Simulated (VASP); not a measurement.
Here is a VASP 6.6.1 calculation.

The input POSCAR:

```
SnSe
1.0
    0.0000000000      2.9848894956      2.9848894956
    2.9848894956      0.0000000000      2.9848894956
    2.9848894956      2.9848894956      0.0000000000
Sn Se
1 1
Direct
    0.0000000000      0.0000000000      0.0000000000
    0.5000000000      0.5000000000      0.5000000000
```

File INCAR.step1:

```
  PREC = Accurate
  ENCUT = 550
  ISMEAR = 0
  SIGMA = 0.01
  LREAL = F
  LASPH = T
  NELM = 120
  NBANDS = 17
  GGA = PE
  ALGO = Normal
  EDIFF = 1E-5
  LWAVE = T
  LCHARG = F
  GGA_COMPAT = F
```

The input INCAR.step2:

```
  PREC = Accurate
  ENCUT = 550
  EDIFF = 1E-6
  ISMEAR = 0
  SIGMA = 0.01
  LREAL = F
  LASPH = T
  NELM = 120
  ALGO = Normal
  ISIF = 2
  LWAVE = F
  LCHARG = F
  METAGGA = R2SCAN
  LMIXTAU = T
  NBANDS = 17
  ISTART = 1
  GGA_COMPAT = F
```

Contents of KPOINTS:

```
Automatic mesh
0
Gamma
  4 4 4
```

Potentials or basis: VASP PAW PBE potentials, release 64 (Sn_d, Se).

Command:

```console
$ cat potpaw_PBE.64/Sn_d/POTCAR potpaw_PBE.64/Se/POTCAR > POTCAR
$ cp INCAR.step1 INCAR
$ mpirun -np 1 vasp_std > vasp.out
$ cp INCAR.step2 INCAR
$ mpirun -np 1 vasp_std > vasp.out
```

(1) Predict the band gap on the k mesh.

(2) Estimate the pressure.

Results:

(1) 0.57 eV.

(2) -0.2 GPa.

Caveat: the k points lie up to 0.46 Å⁻¹ apart; semilocal functionals underestimate gaps, and a narrow one can read as zero; the PAW data sets were made with another functional, which shifts forces and pressure a little; spin-orbit coupling is left out, which moves the levels of the heavy elements.
